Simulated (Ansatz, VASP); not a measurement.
**Two plane-wave programs on AlRu**

INCAR

```
SYSTEM = AlRu
PREC = Accurate
ENCUT = 400
EDIFF = 1E-8
ISMEAR = -1
SIGMA = 0.08
LREAL = .FALSE.
LASPH = .TRUE.
NELM = 120
ALGO = Normal
ISIF = 2
LWAVE = .FALSE.
LCHARG = .FALSE.
GGA = PE
LEFG = .TRUE.
NBANDS = 16
GGA_COMPAT = .FALSE.
```

File KPOINTS:

```
Automatic mesh
0
G
  14 14 14
  0 0 0
```

File POSCAR:

```
AlRu
1.0
    2.8719360000      0.0000000000      0.0000000000
    0.0000000000      2.8719360000      0.0000000000
    0.0000000000      0.0000000000      2.9916000000
Al Ru
1 1
Direct
    0.0000000000      0.0000000000      0.0000000000
    0.5000000000      0.5000000000      0.5000000000
```

Input for Ansatz:

```yaml
crystal:
  lattice:
    - [2.871936, 0.0, 0.0]
    - [0.0, 2.871936, 0.0]
    - [0.0, 0.0, 2.9916]
  atoms:
    - { symbol: Al, position: [0.0, 0.0, 0.0] }
    - { symbol: Ru, position: [0.5, 0.5, 0.5] }
kpoints:
  mp_grid: { grid: [14, 14, 14] }
scf:
  occupations: { method: fermi_dirac, width: 0.08 }
hamiltonian:
  xc: pbe
  pseudopotentials: { kind: paw }
output:
  forces: true
  stress: true
  eigenvalues: true
  efg: { contact_densities: true }
```

Change from the starting cell: x and y stretched by -4 %, z held, PAW files.

Alike in both runs: task electric field gradients; functional PBE; k mesh 14 × 14 × 14; occupations fermi-dirac, width 0.08 eV; no spin polarisation.

```csv
,VASP,Ansatz
version,VASP 6.6.1,Ansatz 0.2.0
potentials or method,"VASP PAW PBE potentials, release 64 (Al, Ru_pv)","PAW with Ansatz's default frozen-core files, scalar-relativistic"
plane-wave cutoff (eV),400,420
valence electrons in the cell,17,19
```

|  | VASP | Ansatz | Ansatz less VASP |
| --- | --- | --- | --- |
| pressure (GPa) | 23.4 | 23.8 | +0.47 |
| traceless stress, the component that is largest in VASP (GPa) | -5.63 | -5.62 | +0.006 |
| size of Vzz on the site where it differs most (V/Å²) | 21.8 | 19.8 | -2.02 |

With one functional, cell and mesh, what is left measures potentials, basis and numerics. VASP's potentials hold 17 valence electrons a cell and Ansatz's 19, so a difference there can come from the potentials and not from the codes.
